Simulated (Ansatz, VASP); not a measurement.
**One calculation of CdSe, two programs**

POSCAR

```
CdSe
1.0
    2.9267176144      2.9267176144      0.0000000000
   -2.9267176144      2.9267176144      0.0000000000
    0.0000000000      2.9267176144      2.9267176144
Cd Se
1 1
Direct
    0.0000000000      0.0000000000      0.0000000000
    0.7500000000      0.2500000000      0.5000000000
```

Contents of INCAR.step1:

```
PREC = Accurate
ENCUT = 520
ISMEAR = 0
SIGMA = 0.01
LREAL = F
LASPH = T
NELM = 80
NBANDS = 16
GGA = PE
ALGO = Normal
EDIFF = 1E-4
LWAVE = T
LCHARG = F
```

The input INCAR.step2:

```
PREC = Accurate
ENCUT = 520
EDIFF = 1E-7
ISMEAR = 0
SIGMA = 0.01
LREAL = F
LASPH = T
NELM = 80
ALGO = Normal
ISIF = 2
LWAVE = F
LCHARG = F
METAGGA = R2SCAN
LMIXTAU = T
NBANDS = 16
ISTART = 1
```

The input KPOINTS:

```
Automatic mesh
0
Gamma
  6 6 6
```

Input for Ansatz:

```yaml
crystal:
  lattice:
    - [2.92671761443, 2.92671761443, 0.0]
    - [-2.92671761443, 2.92671761443, 0.0]
    - [0.0, 2.92671761443, 2.92671761443]
  atoms:
    - { symbol: Cd, position: [0.0, 0.0, 0.0] }
    - { symbol: Se, position: [0.75, 0.25, 0.5] }
kpoints:
  mp_grid: { grid: [6, 6, 6] }
scf:
  occupations: { method: fixed }
  convergence: { dr2_threshold: 1.0e-10 }
hamiltonian:
  xc: r2scan
  pseudopotentials: { kind: paw }
output:
  forces: true
  stress: true
  eigenstates:
    kpoints:
      - [0.0, 0.0, 0.0]
      - [-0.5, -0.5, -0.5]
      - [-0.5, 0.5, 0.0]
      - [0.0, 0.0, -0.5]
      - [0.0, -0.5, -0.5]
      - [0.0, 0.5, 0.0]
      - [-0.5, 0.0, 0.0]
      - [-0.5, 0.0, -0.5]
  eigenvalues: true
```

Alike in both runs: task single point; functional r2SCAN; k mesh 6 × 6 × 6; no spin polarisation.

|  | VASP | Ansatz |
| --- | --- | --- |
| version | VASP 6.6.1 | Ansatz 0.2.0 |
| potentials or method | VASP PAW PBE potentials, release 64 (Cd, Se) | PAW with Ansatz's default frozen-core files, scalar-relativistic |
| plane-wave cutoff (eV) | 520 | 500 |
| occupations | gaussian, width 0.01 eV | fixed |
| valence electrons in the cell | 18 | 36 |

Ansatz gave:

```
gap on the k mesh at the Fermi level (eV) : 1.34
pressure (GPa)                            : 10.0
```

**Question.** Which values does VASP return?

**Answer.** gap on the k mesh at the Fermi level (eV): 1.34; pressure (GPa): 10.4.

VASP's potentials were made for PBE, not for r2SCAN. VASP's potentials hold 18 valence electrons a cell and Ansatz's 36, so a difference there can come from the potentials and not from the codes.
